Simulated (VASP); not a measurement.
Ti, 2 atoms in the cell. The cell holds a wire or tube with vacuum around it, 2 atoms: a = 10.100 Å, b = 9.300 Å, c = 3.253 Å, α = 90.00°, β = 90.00°, γ = 90.00°. 

```yaml
Program: VASP 6.6.1
Task: single point
Functional: r2SCAN
Potentials_or_basis: VASP PAW PBE potentials, release 64 (Ti_sv)
Cutoff: 500 eV
k_mesh: 1 × 1 × 14
Occupations: gaussian, width 0.05 eV
Spin: collinear spin
Starting_moments: "[1.5, 1.5] μB"
Dipole_correction: no
Second_try: not_converged
Further_INCAR_settings: ALGO = All; EDIFF = 1e-06; NBANDS = 23
```

Potentials or basis: VASP PAW PBE potentials, release 64 (Ti_sv).

Command:

```bash
$ cat potpaw_PBE.64/Ti_sv/POTCAR > POTCAR
$ cp INCAR.step1 INCAR
$ mpirun -np 4 vasp_std > vasp.out
$ cp INCAR.step2 INCAR
$ mpirun -np 4 vasp_std > vasp.out
```

Hardware: 4 MPI ranks on Intel(R) Xeon(R) Platinum 8275CL CPU @ 3.00GHz (Skylake/Cascade Lake) (shared host).

Task: Estimate the wall time of this run.

Result: Run time: 16 min on 4 MPI ranks on Intel(R) Xeon(R) Platinum 8275CL CPU @ 3.00GHz (Skylake/Cascade Lake), on a shared host, peak memory 0.61 GiB a rank. Counts: k points 8.
